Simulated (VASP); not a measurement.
Here is a VASP 6.6.1 calculation.

File INCAR:

```
SYSTEM = Ge32H19N
PREC     = Accurate       ! precision mode
ENCUT    = 520            ! plane-wave cutoff, eV
EDIFF    = 1E-6           ! SCF threshold, eV
ISMEAR   = 0              ! smearing method
SIGMA    = 0.03           ! smearing width, eV
LREAL    = Auto         
LASPH    = .TRUE.         ! aspherical terms in the spheres
NELM     = 60             ! most SCF steps
ALGO     = Normal         ! electronic algorithm
ISIF     = 2              ! what is computed and relaxed
LWAVE    = .FALSE.        ! write WAVECAR
LCHARG   = .TRUE.         ! write CHGCAR
GGA      = PE             ! functional
IVDW     = 12             ! dispersion correction
LELF     = .TRUE.         ! ELF
LVHAR    = .TRUE.       
NBANDS   = 268            ! bands
```

The input KPOINTS:

```
regular mesh
0
G
  1 1 1
  0 0 0
```

Contents of POSCAR:

```
Ge32H19N
1.0
    8.0016200000      8.0016200000      0.0000000000
   -8.0016200000      8.0016200000      0.0000000000
    0.0000000000      0.0000000000     20.9129000000
Ge H N
32 19 1
Direct
   -0.3129650000      0.3132848000      0.3426049500
   -0.1878861500     -0.3178325000      0.3428340500
    0.0531949600     -0.0523347800      0.3615409300
    0.3185085200      0.1883721900      0.3427064100
   -0.0310140500     -0.4674388000      0.3827256300
    0.2121226500     -0.2122890500      0.3583378000
    0.4677450100      0.0313006600      0.3825829100
    0.5338138800     -0.5331845700      0.3829867500
   -0.1207933600      0.3859544000      0.3038977200
   -0.1189427500     -0.1268559200      0.3010686200
    0.1277068700      0.1192697700      0.3007580400
    0.3867357900      0.3811359900      0.3033083500
    0.1134717000     -0.3773298600      0.3028527200
    0.3775484700     -0.1136923100      0.3029401500
    0.6141532200      0.1212330600      0.3037388300
    0.6195813300     -0.3864634200      0.3031495800
   -0.0010438000      0.2510284300      0.2350227200
    0.0015817600     -0.2524346800      0.2284923300
    0.2527863800     -0.0019487600      0.2284148000
    0.5001530000      0.2492693100      0.2289066100
    0.2487460100     -0.4991911700      0.2357398000
    0.4993678600     -0.2488200200      0.2357431500
    0.7489782000      0.0011651300      0.2350345800
    0.7508883400     -0.5003695300      0.2289406300
   -0.1250000000      0.1250000000      0.1644630000
   -0.1250000000     -0.3750000000      0.1644630000
    0.1250000000     -0.1250000000      0.1644630000
    0.3750000000      0.1250000000      0.1644630000
    0.1250000000     -0.6250000000      0.1644630000
    0.3750000000     -0.3750000000      0.1644630000
    0.6250000000     -0.1250000000      0.1644630000
    0.6250000000     -0.6250000000      0.1644630000
   -0.0489780000      0.0489780000      0.1195430000
   -0.2010220000      0.2010220000      0.1195430000
   -0.0489780000     -0.4510220000      0.1195430000
   -0.2010220000     -0.2989780000      0.1195430000
    0.2010220000     -0.2010220000      0.1195430000
    0.0489780000     -0.0489780000      0.1195430000
    0.4510220000      0.0489780000      0.1195430000
    0.2989780000      0.2010220000      0.1195430000
    0.2010220000     -0.7010220000      0.1195430000
    0.0489780000     -0.5489780000      0.1195430000
    0.4510220000     -0.4510220000      0.1195430000
    0.2989780000     -0.2989780000      0.1195430000
    0.7010220000     -0.2010220000      0.1195430000
    0.5489780000     -0.0489780000      0.1195430000
    0.7010220000     -0.7010220000      0.1195430000
    0.5489780000     -0.5489780000      0.1195430000
    0.0152315500     -0.0142406600      0.4300398900
    0.3292785700     -0.2244322600      0.4575317000
    0.2359531800     -0.3376345000      0.4538110700
    0.2471580800     -0.2504228100      0.4432330200
```

Potentials or basis: VASP PAW PBE potentials, release 64 (Ge_d, H, N).

Launch:

```bash
$ cat potpaw_PBE.64/Ge_d/POTCAR potpaw_PBE.64/H/POTCAR potpaw_PBE.64/N/POTCAR > POTCAR
$ mpirun -np 1 vasp_gam > vasp.out
```

Problem. Estimate the largest force.

Solution. 0.622 eV/Å.

Problem. Predict the dispersion energy per atom.

Solution. -0.136 eV.

Forces in eV/Å, atoms in the order of the input:
```
Ge   0.007  0.001  0.001
Ge   0.005  0.002 -0.006
Ge  -0.008 -0.001  0.028
Ge   0.003 -0.005  0.000
Ge   0.007  0.000  0.010
Ge  -0.006  0.002  0.025
Ge   0.005 -0.001  0.005
Ge  -0.002  0.000 -0.010
Ge   0.002 -0.003 -0.006
Ge   0.001  0.000 -0.001
Ge   0.001 -0.003 -0.002
Ge  -0.001 -0.009  0.002
Ge   0.005  0.005  0.001
Ge  -0.002 -0.002 -0.001
Ge   0.000  0.001 -0.003
Ge  -0.004  0.012  0.008
Ge  -0.001 -0.001 -0.001
Ge   0.007  0.004 -0.009
Ge   0.001  0.000 -0.009
Ge   0.001  0.002 -0.004
Ge  -0.004  0.001 -0.003
Ge  -0.005  0.001 -0.004
Ge   0.000 -0.001 -0.003
Ge   0.005 -0.005 -0.009
Ge  -0.119  0.004  0.512
Ge   0.044  0.042 -0.577
Ge  -0.053 -0.002 -0.474
Ge   0.043 -0.057 -0.588
Ge   0.131  0.054  0.523
Ge  -0.145  0.005  0.605
Ge   0.134 -0.053  0.525
Ge  -0.128  0.001 -0.485
H    0.031  0.000  0.026
H    0.080  0.001  0.027
H   -0.080 -0.037 -0.035
H    0.096 -0.022 -0.011
H   -0.095 -0.006 -0.014
H    0.049  0.001 -0.044
H   -0.080  0.046 -0.037
H    0.095  0.021 -0.012
H   -0.066 -0.005  0.018
H    0.006  0.005  0.027
H    0.027 -0.001  0.010
H    0.083  0.001  0.020
H   -0.066  0.009  0.015
H    0.006  0.000  0.027
H   -0.066 -0.003  0.009
H    0.052  0.001 -0.028
H    0.013 -0.002 -0.023
H   -0.006  0.000  0.000
H   -0.008 -0.006  0.001
N    0.006  0.003 -0.027
```

Caveat: the k points lie up to 0.56 Å⁻¹ apart.
